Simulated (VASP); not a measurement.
# PtC2 (Pnnm) in VASP: further runs, part 2 of 2

VASP 6.6.1. Earlier steps stand in the parts before.

**3. Single point, PBE**

This run uses another cell than the first one, of 9.24 Å³/atom, 0.902 times its volume.

INCAR reads:

```
PREC = Accurate ; ENCUT = 520
EDIFF = 1E-6 ; ISMEAR = 0
SIGMA = 0.1 ; LREAL = F
LASPH = T ; NELM = 60
ALGO = Normal ; ISIF = 2
LWAVE = F ; LCHARG = F
GGA = PE ; NBANDS = 27
```

KPOINTS reads:

```
Automatic mesh
0
Gamma
  6 4 6
```

POSCAR reads:

```
PtC2
1.0
    3.9059052123      0.0000000000      0.0000000000
    0.0000000000      4.7671271689      0.0000000000
    0.0000000000      0.0000000000      2.9759612588
Pt C
2 4
Direct
    0.0000000000      0.0000000000      0.0000000000
    0.5000000000      0.5000000000      0.5000000000
    0.2004000000      0.3787000000      0.0000000000
    0.7996000000      0.6213000000      0.0000000000
    0.7004000000      0.1213000000      0.5000000000
    0.2996000000      0.8787000000      0.5000000000
```

Potentials or basis: VASP PAW PBE potentials, release 64 (Pt, C).

Started as:

```bash
> cat potpaw_PBE.64/Pt/POTCAR potpaw_PBE.64/C/POTCAR > POTCAR
> mpirun -np 1 vasp_std > vasp.out
```

OUTCAR:

```text
PREC = Accurate
   ENCUT = 520
   EDIFF = 1E-6
   ISMEAR = 0
   LREAL = F
   LASPH = T
   NELM = 60
   ISIF = 2
   GGA = PE

 ion  position               nearest neighbor table
   1  0.000  0.000  0.000-   3 1.97   4 1.97   5 1.98   6 1.98   5 1.98   6 1.98   2 3.42   2 3.42
                             2 3.42   2 3.42   2 3.42   2 3.42   2 3.42   2 3.42
   2  0.500  0.500  0.500-   5 1.97   6 1.97   3 1.98   4 1.98   3 1.98   4 1.98   1 3.42   1 3.42
                             1 3.42   1 3.42   1 3.42   1 3.42   1 3.42   1 3.42
   3  0.200  0.379  0.000-   4 1.95   1 1.97   2 1.98   2 1.98
   4  0.800  0.621  0.000-   3 1.95   1 1.97   2 1.98   2 1.98
   5  0.700  0.121  0.500-   6 1.95   2 1.97   1 1.98   1 1.98
   6  0.300  0.879  0.500-   5 1.95   2 1.97   1 1.98   1 1.98
[... 932 lines left out ...]
  Total       13.4365311     22.1040718     18.8588852      0.0000000      0.0000000      0.0000000
  in kB      388.5009042    639.1122699    545.2816561      0.0000000      0.0000000      0.0000000
  external PRESSURE =     524.2982767 kB  Pullay stress =       0.0000000 kB

 VOLUME and BASIS-vectors are now :
 -----------------------------------------------------------------------------
  energy-cutoff  :      520.00
  volume of cell :       55.41
      direct lattice vectors                 reciprocal lattice vectors
     3.905905212  0.000000000  0.000000000     0.256022598  0.000000000  0.000000000
     0.000000000  4.767127169  0.000000000     0.000000000  0.209769944  0.000000000
     0.000000000  0.000000000  2.975961259     0.000000000  0.000000000  0.336025880

 POSITION                                       TOTAL-FORCE (eV/Angst)
 -----------------------------------------------------------------------------------
      0.00000      0.00000      0.00000         0.000000      0.000000      0.000000
      1.95295      2.38356      1.48798         0.000000      0.000000      0.000000
      0.78274      1.80531      0.00000        -4.139141      1.857429      0.000000
      3.12316      2.96182      0.00000         4.139141     -1.857429     -0.000000
      2.73570      0.57825      1.48798        -4.139141     -1.857429      0.000000
      1.17021      4.18887      1.48798         4.139141      1.857429      0.000000
 -----------------------------------------------------------------------------------
    total drift:                               -0.000000      0.000000     -0.000000

  FREE ENERGIE OF THE ION-ELECTRON SYSTEM (eV)
  ---------------------------------------------------
  free  energy   TOTEN  =       -37.7633016281 eV

  energy  without entropy=      -37.7387446269  energy(sigma->0) =      -37.75102313
```

It took 25 s on 1 thread of Intel Xeon 6975P-C (Granite Rapids), shared host; peak memory 0.2 GiB.

What came out:

- Free energy: -37.7633 eV
- Pressure: 52.4 GPa
- Largest force: 4.537 eV/Å
- Band gap on the k mesh: zero (band 18 reaches 10.84 eV, above the bottom of band 19 at 9.10 eV)

Forces on the atoms (eV/Å):
```
Pt   0.000  0.000  0.000
Pt   0.000  0.000  0.000
C   -4.139  1.857  0.000
C    4.139 -1.857  0.000
C   -4.139 -1.857  0.000
C    4.139  1.857  0.000
```

Caveat: spin-orbit coupling is left out, which moves the levels of the heavy elements; forces of over 1 eV/Å act on the atoms, so gaps and moduli don't describe the material at rest.

**4. Single point, PBE**

INCAR reads:

```
ALGO = Normal
EDIFF = 1E-6
ENCUT = 600
GGA = PE
GGA_COMPAT = F
ISIF = 2
ISMEAR = 0
LASPH = T
LCHARG = T
LELF = T
LREAL = F
LVHAR = T
LWAVE = F
NBANDS = 35
NELM = 120
PREC = Accurate
SIGMA = 0.1
```

KPOINTS reads:

```
k-points
0
Gamma
  4 4 6
```

POSCAR reads:

```
PtC2
1.0
    4.0183256497      0.0000000000      0.0000000000
    0.0000000000      5.0234200465      0.0000000000
    0.0000000000      0.0000000000      3.0428123293
Pt C
2 4
Direct
    0.0000000000      0.0000000000      0.0000000000
    0.5000000000      0.5000000000      0.5000000000
    0.1307147435      0.4124886700      0.0000000000
    0.8692852565      0.5875113300      0.0000000000
    0.6307147435      0.0875113300      0.5000000000
    0.3692852565      0.9124886700      0.5000000000
```

Potentials or basis: VASP PAW PBE potentials, release 64 (Pt_sv_GW, C).

Started as:

```bash
> cat potpaw_PBE.64/Pt_sv_GW/POTCAR potpaw_PBE.64/C/POTCAR > POTCAR
> mpirun -np 1 vasp_std > vasp.out
```

Run time: 33 s. Hardware: 1 thread of Intel Xeon 6975P-C (Granite Rapids), shared host; peak memory 0.23 GiB.

The run converged. Its results:

* Free energy: -43.4197 eV
* Pressure: -0.3 GPa
* Largest force: 0.053 eV/Å
* Band gap on the k mesh: zero (band 26 reaches 10.40 eV, above the bottom of band 27 at 6.14 eV)

Forces in eV/Å, atoms in the order of the input:
```
Pt   0.000  0.000  0.000
Pt   0.000  0.000  0.000
C    0.032 -0.042  0.000
C   -0.032  0.042  0.000
C    0.032  0.042  0.000
C   -0.032 -0.042  0.000
```

Stress tensor (GPa, compression positive):
```
-0.23  0.00  0.00
 0.00 -0.31  0.00
 0.00  0.00 -0.34
```

Levels at points of the mesh, in eV from the Fermi level:
| k point | band 22 | band 23 | band 24 | band 25 | band 26 | band 27 | band 28 | band 29 | band 30 | band 31 |
| --- | --- | --- | --- | --- | --- | --- | --- | --- | --- | --- |
| (0.00, 0.00, 0.00) | -2.60 | -2.56 | -2.51 | -2.22 | -2.15 | -1.87 | -1.23 | 4.70 | 7.52 | 7.66 |
| (0.50, 0.00, 0.00) | -2.73 | -1.45 | -1.45 | -0.31 | -0.31 | 2.23 | 2.23 | 4.16 | 4.16 | 5.63 |
| (0.00, 0.50, 0.00) | -3.40 | -2.08 | -2.08 | -0.66 | -0.66 | 0.89 | 0.89 | 3.73 | 3.73 | 6.90 |
| (0.50, 0.50, 0.00) | -2.37 | -2.31 | -2.31 | 2.40 | 2.40 | 2.64 | 2.64 | 3.43 | 3.43 | 3.44 |
| (0.00, 0.00, 0.50) | -2.21 | -1.77 | -1.77 | -0.88 | -0.88 | 1.88 | 1.88 | 3.60 | 3.60 | 4.42 |
| (0.50, 0.00, 0.50) | -3.58 | -3.00 | -3.00 | -2.39 | -2.39 | -0.55 | -0.55 | 4.91 | 4.91 | 7.95 |
| (0.00, 0.50, 0.50) | -2.76 | -0.97 | -0.97 | 0.71 | 0.71 | 1.57 | 1.57 | 3.04 | 3.04 | 3.75 |
| (0.50, 0.50, 0.50) | -2.45 | -2.38 | -2.38 | -0.83 | -0.83 | 0.24 | 0.24 | 4.56 | 4.56 | 6.69 |

Caveat: the k points lie up to 0.39 Å⁻¹ apart; spin-orbit coupling is left out, which moves the levels of the heavy elements.

**5. Summary**

```tsv
potentials or basis	cell	k mesh	cutoff (eV)	second run	gap on the mesh (eV)	pressure (GPa)	largest force (eV/Å)
VASP PAW PBE potentials, release 64 (Pt, C)	a = 4.018, b = 5.023, c = 3.043 Å, 6 atoms	4 × 4 × 6	520	-	none	0.3	0.06
VASP PAW PBE potentials, release 64 (Pt, C)	a = 3.906, b = 4.767, c = 2.976 Å, 6 atoms	6 × 4 × 6	520	-	none	52.4	4.54
VASP PAW PBE potentials, release 64 (Pt_sv_GW, C)	a = 4.018, b = 5.023, c = 3.043 Å, 6 atoms	4 × 4 × 6	600	valence_matched	none	-0.3	0.05
```

Alike in all rows: task single point; level PBE; no spin polarisation; smearing gaussian 0.1 eV.

Caveats: some runs use coarse meshes; spin-orbit coupling is left out, which moves the levels of the heavy elements; forces of over 1 eV/Å act on the atoms, so gaps and moduli don't describe the material at rest (some runs).

Absolute energies hang on the potentials; compare differences alone.
